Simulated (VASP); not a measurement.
# ZrB2 (P6/mmm) in VASP: further runs

The runs below take ZrB2 through single point, with PBEsol.

All numbers are computed with VASP 6.6.1; they aren't measurements. Logs are shortened: lines on timing, memory, paths and dates and some standing lists are left out, and cuts for length are marked.

## 1. The cell of the first run

The structure is hexagonal, space group P6/mmm (No. 191). Conventional cell: a = 3.132 Å, b = 3.132 Å, c = 3.700 Å, α = 90.00°, β = 90.00°, γ = 120.00°. Within 3.4 Å of Zr (site symmetry 6/mmm) lie 12 B at 2.59 Å and 6 Zr at 3.13 Å. Within 2.4 Å of B (site symmetry -6m2) lie 3 B at 1.81 Å.

## 2. Single point, PBEsol (10.48 Å³/atom)

INCAR

```
PREC = Accurate ; ENCUT = 520
EDIFF = 1E-7 ; ISMEAR = 0
SIGMA = 0.15 ; LREAL = F
LASPH = T ; NELM = 80
ALGO = Normal ; ISIF = 2
LWAVE = F ; LCHARG = T
GGA = PS ; LELF = T
LVHAR = T ; NBANDS = 16
```

KPOINTS

```
Automatic mesh
0
Gamma
  18 18 12
```

POSCAR

```
ZrB2
1.0
    3.1323811222      0.0000000000      0.0000000000
   -1.5661905611      2.7127216261      0.0000000000
    0.0000000000      0.0000000000      3.6996553434
Zr B
1 2
Direct
    0.0000000000      0.0000000000      0.0000000000
    0.3333333333      0.6666666667      0.5000000000
    0.6666666667      0.3333333333      0.5000000000
```

Potentials or basis: VASP PAW PBE potentials, release 64 (Zr_sv, B).

Run with:

```console
$ cat potpaw_PBE.64/Zr_sv/POTCAR potpaw_PBE.64/B/POTCAR > POTCAR
$ mpirun -np 1 vasp_std > vasp.out
```

OUTCAR:

```text
PREC = Accurate
   ENCUT = 520
   EDIFF = 1E-7
   ISMEAR = 0
   LREAL = F
   LASPH = T
   NELM = 80
   ISIF = 2
   GGA = PS

 ion  position               nearest neighbor table
   1  0.000  0.000  0.000-   2 2.59   3 2.59   2 2.59   3 2.59   2 2.59   2 2.59   3 2.59   3 2.59
                             3 2.59   3 2.59   2 2.59   2 2.59
   2  0.333  0.667  0.500-   3 1.81   3 1.81   3 1.81   1 2.59   1 2.59   1 2.59   1 2.59   1 2.59
                             1 2.59
   3  0.667  0.333  0.500-   2 1.81   2 1.81   2 1.81   1 2.59   1 2.59   1 2.59   1 2.59   1 2.59
                             1 2.59

  LATTYP: Found a hexagonal cell.
 ALAT       =     3.1323811222
 C/A-ratio  =     1.1811000000

  Lattice vectors:

 A1 = (   3.1323811222,   0.0000000000,   0.0000000000)
 A2 = (  -1.5661905611,   2.7127216261,   0.0000000000)
 A3 = (   0.0000000000,   0.0000000000,   3.6996553434)

Analysis of symmetry for initial positions (statically):
=====================================================================
 Subroutine PRICEL returns:
 Original cell was already a primitive cell.

 Routine SETGRP: Setting up the symmetry group for a
 hexagonal supercell.

 Subroutine GETGRP returns: Found 24 space group operations
 (whereof 24 operations were pure point group operations)
 out of a pool of 24 trial point group operations.

The static configuration has the point symmetry D_6h.

Analysis of symmetry for dynamics (positions and initial velocities):
=====================================================================
 Subroutine PRICEL returns:
 Original cell was already a primitive cell.

 Routine SETGRP: Setting up the symmetry group for a
 hexagonal supercell.

 Subroutine GETGRP returns: Found 24 space group operations
 (whereof 24 operations were pure point group operations)
 out of a pool of 24 trial point group operations.

The dynamic configuration has the point symmetry D_6h.

 Subroutine INISYM returns: Found 24 space group operations
 (whereof 24 operations are pure point group operations),
 and found     1 'primitive' translations

----------------------------------------------------------------------------------------

                                     Primitive cell

  volume of cell :      31.4370

  direct lattice vectors                    reciprocal lattice vectors
     3.132381122  0.000000000  0.000000000     0.319245954  0.184316738  0.000000000
    -1.566190561  2.712721626  0.000000000     0.000000000  0.368633475  0.000000000
     0.000000000  0.000000000  3.699655343     0.000000000  0.000000000  0.270295448

  length of vectors
     3.132381122  3.132381122  3.699655343     0.368633475  0.368633475  0.270295448

  position of ions in fractional coordinates (direct lattice)
     0.000000000  0.000000000  0.000000000
     0.333333333  0.666666667  0.500000000
     0.666666667  0.333333333  0.500000000

  ion indices of the primitive-cell ions
   primitive index   ion index
                 1           1
                 2           2
                 3           3

----------------------------------------------------------------------------------------

 KPOINTS: Automatic mesh

Automatic generation of k-mesh.
 Grid dimensions read from file:
 generate k-points for:   18   18   12

 Generating k-lattice:

  Cartesian coordinates                     Fractional coordinates (reciprocal lattice)
     0.017735886  0.010239819  0.000000000     0.055555556  0.000000000  0.000000000
     0.000000000  0.020479638  0.000000000     0.000000000  0.055555556  0.000000000
     0.000000000  0.000000000  0.022524621     0.000000000  0.000000000  0.083333333

  Length of vectors
     0.020479638  0.020479638  0.022524621

  Shift w.r.t. Gamma in fractional coordinates (k-lattice)
     0.000000000  0.000000000  0.000000000

 Subroutine IBZKPT returns following result:
 ===========================================

 Found    259 irreducible k-points:

 Following reciprocal coordinates:
            Coordinates               Weight
  0.000000  0.000000  0.000000      1.000000
  0.055556  0.000000  0.000000      6.000000
  0.111111  0.000000  0.000000      6.000000
  0.166667  0.000000  0.000000      6.000000
  0.222222 -0.000000  0.000000      6.000000
  0.277778  0.000000  0.000000      6.000000
[... 16 lines left out ...]
  0.333333  0.111111  0.000000     12.000000
  0.388889  0.111111  0.000000     12.000000
 [... further k-points ...]
   k-points           NKPTS =    259   k-points in BZ     NKDIM =    259   number of bands    NBANDS=     16
   number of dos      NEDOS =    301   number of ions     NIONS =      3
   total plane-waves  NPLWV =  16128
   dimension x,y,z NGX =    24 NGY =   24 NGZ =   28
   dimension x,y,z NGXF=    48 NGYF=   48 NGZF=   56
   ions per type =               1   2
   NGX,Y,Z   is equivalent  to a cutoff of  12.74, 12.74, 12.58 a.u.
   NGXF,Y,Z  is equivalent  to a cutoff of  25.48, 25.48, 25.16 a.u.
 SYSTEM =  unknown system
[... 63 lines left out ...]
 Fermi energy:        10.1747910563

 k-point     1 :       0.0000    0.0000    0.0000
  band No.  band energies     occupation
      1     -38.5015      2.00000
      2     -16.7411      2.00000
      3     -16.0931      2.00000
      4     -16.0931      2.00000
      5      -2.4852      2.00000
      6       7.4065      2.00000
[... 8 lines left out ...]
     15      15.6664      0.00000
     16      15.7730      0.00000

 k-point     2 :       0.0556    0.0000    0.0000
  band No.  band energies     occupation
      1     -38.4976      2.00000
      2     -16.7354      2.00000
      3     -16.1260      2.00000
      4     -16.1002      2.00000
      5      -2.4237      2.00000
      6       7.3470      2.00000
[... 8 lines left out ...]
     15      16.0290      0.00000
     16      16.0360      0.00000

 k-point     3 :       0.1111    0.0000    0.0000
  band No.  band energies     occupation
      1     -38.4863      2.00000
      2     -16.7191      2.00000
      3     -16.2197      2.00000
      4     -16.1207      2.00000
      5      -2.2421      2.00000
      6       7.1860      2.00000
[... 8 lines left out ...]
     15      16.7507      0.00000
     16      16.8634      0.00000

 k-point     4 :       0.1667    0.0000    0.0000
  band No.  band energies     occupation
      1     -38.4689      2.00000
      2     -16.6939      2.00000
      3     -16.3606      2.00000
      4     -16.1517      2.00000
      5      -1.9488      2.00000
      6       6.5571      2.00000
[... 8 lines left out ...]
     15      17.0565      0.00000
     16      17.7651      0.00000

 k-point     5 :       0.2222   -0.0000    0.0000
  band No.  band energies     occupation
      1     -38.4475      2.00000
      2     -16.6629      2.00000
      3     -16.5291      2.00000
      4     -16.1896      2.00000
      5      -1.5551      2.00000
      6       5.7447      2.00000
[... 8 lines left out ...]
     15      17.0616      0.00000
     16      18.9256      0.00000

 k-point     6 :       0.2778    0.0000    0.0000
  band No.  band energies     occupation
      1     -38.4246      2.00000
      2     -16.7038      2.00000
      3     -16.6296      2.00000
      4     -16.2295      2.00000
      5      -1.0726      2.00000
      6       4.8944      2.00000
[... 8 lines left out ...]
     15      17.5204      0.00000
     16      19.9211      0.00000
[... 267 lines left out ...]
 k-point    21 :       0.2222    0.1111    0.0000
  band No.  band energies     occupation
      1     -38.4176      2.00000
      2     -16.7207      2.00000
      3     -16.6194      2.00000
      4     -16.2806      2.00000
      5      -0.9107      2.00000
      6       4.8939      2.00000
[... 8 lines left out ...]
     15      17.1551      0.00000
     16      19.2420      0.00000

 k-point    22 :       0.2778    0.1111    0.0000
  band No.  band energies     occupation
      1     -38.3972      2.00000
      2     -16.8585      2.00000
      3     -16.5897      2.00000
      4     -16.3290      2.00000
      5      -0.3534      2.00000
      6       4.1052      2.00000
[... 8 lines left out ...]
     15      17.8815      0.00000
     16      19.7602      0.00000

 k-point    23 :       0.3333    0.1111    0.0000
  band No.  band energies     occupation
      1     -38.3805      2.00000
      2     -16.9688      2.00000
      3     -16.5654      2.00000
      4     -16.3682      2.00000
      5       0.2728      2.00000
      6       3.2983      2.00000
[... 8 lines left out ...]
     15      18.6841      0.00000
     16      19.4735      0.00000

 k-point    24 :       0.3889    0.1111    0.0000
  band No.  band energies     occupation
      1     -38.3696      2.00000
      2     -17.0398      2.00000
      3     -16.5495      2.00000
      4     -16.3936      2.00000
      5       0.9559      2.00000
      6       2.5006      2.00000
[... 8 lines left out ...]
     15      18.8881      0.00000
     16      19.3502      0.00000

 [... further k-points ...]

------------------------ aborting loop because EDIFF is reached ----------------------------------------

  FORCE on cell =-STRESS in cart. coord.  units (eV):
  Direction    XX          YY          ZZ          XY          YZ          ZX
  --------------------------------------------------------------------------------------
  -------------------------------------------------------------------------------------
  Total       -0.2525045     -0.2525045     -3.9672082      0.0000000     -0.0000000      0.0000000
  in kB      -12.8688172    -12.8688172   -202.1875838      0.0000000     -0.0000000      0.0000000
  external PRESSURE =     -75.9750727 kB  Pullay stress =       0.0000000 kB

 VOLUME and BASIS-vectors are now :
 -----------------------------------------------------------------------------
  energy-cutoff  :      520.00
  volume of cell :       31.44
      direct lattice vectors                 reciprocal lattice vectors
     3.132381122  0.000000000  0.000000000     0.319245954  0.184316738  0.000000000
    -1.566190561  2.712721626  0.000000000     0.000000000  0.368633475  0.000000000
     0.000000000  0.000000000  3.699655343     0.000000000  0.000000000  0.270295448

 POSITION                                       TOTAL-FORCE (eV/Angst)
 -----------------------------------------------------------------------------------
      0.00000      0.00000      0.00000        -0.000000      0.000000     -0.000000
     -0.00000      1.80848      1.84983        -0.000000      0.000000      0.000000
      1.56619      0.90424      1.84983         0.000000      0.000000     -0.000000
 -----------------------------------------------------------------------------------
    total drift:                               -0.000000      0.000000      0.000000

  FREE ENERGIE OF THE ION-ELECTRON SYSTEM (eV)
  ---------------------------------------------------
  free  energy   TOTEN  =       -26.2994092106 eV

  energy  without entropy=      -26.2962507677  energy(sigma->0) =      -26.29782999
```

It took 45 s on 1 thread of Intel Xeon Platinum 8559C (Emerald Rapids), shared host; peak memory 0.24 GiB.

Results:

```
Free energy            : -26.2994 eV
Pressure               : -7.6 GPa
Band gap on the k mesh : zero (bands 9 and 10 overlap by 1.43 eV)
```

Caveat: the cell stands under tension; the PAW data sets were made with another functional, which shifts forces and pressure a little.

## 3. Single point, PBEsol (10.48 Å³/atom)

INCAR

```
SYSTEM = ZrB2
PREC     = Accurate       ! precision mode
ENCUT    = 520            ! plane-wave cutoff, eV
EDIFF    = 1E-6           ! SCF threshold, eV
ISMEAR   = 0              ! smearing method
SIGMA    = 0.15           ! smearing width, eV
LREAL    = .FALSE.        ! projectors in reciprocal space
LASPH    = .TRUE.         ! aspherical terms in the spheres
NELM     = 80             ! most SCF steps
ALGO     = Normal         ! electronic algorithm
ISIF     = 2              ! what is computed and relaxed
LWAVE    = .FALSE.        ! write WAVECAR
LCHARG   = .TRUE.         ! write CHGCAR
GGA      = PS             ! functional
LELF     = .TRUE.         ! ELF
LVHAR    = .TRUE.       
NBANDS   = 16             ! bands
```

KPOINTS

```
regular mesh
0
G
  18 18 12
  0 0 0
```

POSCAR

```
ZrB2
1.0
    3.3283698628      0.0000000000      0.0000000000
   -1.6641849314      2.8824528543      0.0000000000
    0.0000000000      0.0000000000      3.2767801299
Zr B
1 2
Direct
    0.0000000000      0.0000000000      0.0000000000
    0.3333333333      0.6666666667      0.5000000000
    0.6666666667      0.3333333333      0.5000000000
```

Potentials or basis: VASP PAW PBE potentials, release 64 (Zr_sv, B).

Run with:

```console
$ cat potpaw_PBE.64/Zr_sv/POTCAR potpaw_PBE.64/B/POTCAR > POTCAR
$ mpirun -np 1 vasp_std > vasp.out
```

Run time: 55 s. Hardware: 1 thread of Intel Xeon Platinum 8559C (Emerald Rapids), shared host; peak memory 0.25 GiB.

The run converged. Its results:

```yaml
Free_energy: -26.0600 eV
Pressure: -9.2 GPa
Band_gap_on_the_k_mesh: zero (bands 9 and 10 overlap by 1.19 eV)
```

Stress tensor (GPa, compression positive):
```
-21.79   0.00   0.00
  0.00 -21.79   0.00
  0.00   0.00  15.91
```

Levels at points of the mesh, in eV from the Fermi level:
```tsv
k point	band 5	band 6	band 7	band 8	band 9	band 10	band 11	band 12	band 13	band 14
(0.00, 0.00, 0.00)	-12.31	-3.26	-3.26	-2.17	-1.14	3.17	3.48	3.48	4.42	4.42
(0.50, 0.00, 0.00)	-8.81	-8.34	-3.06	-2.78	-2.69	2.63	2.84	3.98	4.54	6.95
(0.00, 0.00, 0.50)	-9.85	-6.74	-1.22	-1.22	-0.64	-0.64	0.81	0.81	3.95	4.02
(0.50, 0.00, 0.50)	-9.66	-6.42	-4.89	-4.03	-2.15	3.68	4.73	5.06	6.90	7.33
```

Caveat: the cell stands under tension; the PAW data sets were made with another functional, which shifts forces and pressure a little.

## 4. Single point, PBEsol (10.48 Å³/atom)

INCAR

```
PREC     = Accurate       # precision mode
ENCUT    = 520            # plane-wave cutoff, eV
EDIFF    = 1E-6           # SCF threshold, eV
ISMEAR   = 0              # smearing method
SIGMA    = 0.15           # smearing width, eV
LREAL    = F              # projectors in reciprocal space
LASPH    = T              # aspherical terms in the spheres
NELM     = 60             # most SCF steps
ALGO     = Normal         # electronic algorithm
ISIF     = 2              # what is computed and relaxed
LWAVE    = F              # write WAVECAR
LCHARG   = F              # write CHGCAR
GGA      = PS             # functional
NBANDS   = 16             # bands
```

KPOINTS

```
Automatic mesh
0
Gamma
  18 18 12
```

POSCAR

```
ZrB2
1.0
    3.0697319050      0.0000000000      0.0000000000
   -1.5348659525      2.6584658125      0.0000000000
    0.0000000000      0.0000000000      3.8522065676
Zr B
1 2
Direct
    0.0000000000      0.0000000000      0.0000000000
    0.3333333333      0.6666666667      0.5000000000
    0.6666666667      0.3333333333      0.5000000000
```

Run with:

```console
$ cat potpaw_PBE.64/Zr_sv/POTCAR potpaw_PBE.64/B/POTCAR > POTCAR
$ mpirun -np 1 vasp_std > vasp.out
```

Wall time 40 s (1 thread of Intel Xeon Platinum 8559C (Emerald Rapids), shared host); peak memory 0.24 GiB.

Results (log left out):

* Free energy: -26.0747 eV
* Pressure: -5.6 GPa
* Band gap on the k mesh: zero (bands 9 and 10 overlap by 0.96 eV)

Stress tensor (GPa, compression positive):
```
  7.01   0.00   0.00
  0.00   7.01   0.00
  0.00   0.00 -30.77
```

Levels at points of the mesh, in eV from the Fermi level:
| k point | band 7 | band 8 | band 9 | band 10 | band 11 | band 12 |
| --- | --- | --- | --- | --- | --- | --- |
| (0.00, 0.00, 0.00) | -2.84 | -1.61 | -1.61 | 3.37 | 3.37 | 3.61 |
| (0.50, 0.00, 0.00) | -4.24 | -2.58 | -2.54 | 2.12 | 2.35 | 4.90 |
| (0.00, 0.00, 0.50) | -0.21 | -0.21 | 0.15 | 0.89 | 0.89 | 1.57 |
| (0.50, 0.00, 0.50) | -3.89 | -3.77 | -1.73 | 2.50 | 4.58 | 4.80 |

Caveat: the cell stands under tension; the PAW data sets were made with another functional, which shifts forces and pressure a little.

## 5. Single point, PBEsol (10.48 Å³/atom)

INCAR

```
SYSTEM = ZrB2
  PREC = Accurate
  ENCUT = 520
  EDIFF = 1E-6
  ISMEAR = 0
  SIGMA = 0.15
  LREAL = .FALSE.
  LASPH = .TRUE.
  NELM = 60
  ALGO = Normal
  ISIF = 2
  LWAVE = .FALSE.
  LCHARG = .FALSE.
  GGA = PS
  NBANDS = 16
```

KPOINTS

```
Automatic mesh
0
G
  18 18 12
  0 0 0
```

POSCAR

```
ZrB2
1.0
    3.1964010335      0.0000000000      0.0000000000
   -1.5982005168      2.7681644957      0.0000000000
    0.0000000000      0.0000000000      3.5529405327
Zr B
1 2
Direct
    0.0000000000      0.0000000000      0.0000000000
    0.3333333333      0.6666666667      0.5000000000
    0.6666666667      0.3333333333      0.5000000000
```

Run with:

```console
$ cat potpaw_PBE.64/Zr_sv/POTCAR potpaw_PBE.64/B/POTCAR > POTCAR
$ mpirun -np 1 vasp_std > vasp.out
```

It took 50 s on 1 thread of Intel Xeon Platinum 8559C (Emerald Rapids), shared host; peak memory 0.24 GiB.

Results (log left out):

| Item | Value |
| --- | --- |
| Free energy | -26.3715 eV |
| Pressure | -8.8 GPa |
| Band gap on the k mesh | zero (bands 9 and 10 overlap by 1.20 eV) |

Stress tensor (GPa, compression positive):
```
-9.08  0.00  0.00
 0.00 -9.08  0.00
 0.00  0.00 -8.31
```

Levels at points of the mesh, in eV from the Fermi level:
```tsv
k point	band 7	band 8	band 9	band 10	band 11	band 12
(0.00, 0.00, 0.00)	-2.63	-2.60	-2.34	3.26	3.26	4.07
(0.50, 0.00, 0.00)	-3.84	-3.05	-2.68	2.19	2.20	4.75
(0.00, 0.00, 0.50)	-0.97	-0.97	0.24	0.24	0.71	0.71
(0.50, 0.00, 0.50)	-4.58	-4.10	-2.07	3.61	3.93	5.12
```

Caveat: the cell stands under tension; the PAW data sets were made with another functional, which shifts forces and pressure a little.

## 6. Overview

| cell | gap on the mesh (eV) | pressure (GPa) |
| --- | --- | --- |
| a = 3.132, b = 3.132, c = 3.700 Å, angles 90.0, 90.0, 120.0°, 3 atoms | none | -7.6 |
| a = 3.328, b = 3.328, c = 3.277 Å, angles 90.0, 90.0, 120.0°, 3 atoms | none | -9.2 |
| a = 3.070, b = 3.070, c = 3.852 Å, angles 90.0, 90.0, 120.0°, 3 atoms | none | -5.6 |
| a = 3.196, b = 3.196, c = 3.553 Å, angles 90.0, 90.0, 120.0°, 3 atoms | none | -8.8 |

Alike in all rows: task single point; level PBEsol; potentials or basis VASP PAW PBE potentials, release 64 (Zr_sv, B); no spin polarisation; k mesh 18 × 18 × 12; cutoff (eV) 520; smearing gaussian 0.15 eV.

Caveats: the cell stands under tension; the PAW data sets were made with another functional, which shifts forces and pressure a little.

Total energies depend on the potentials used, so only differences within one code and one set of settings carry meaning.
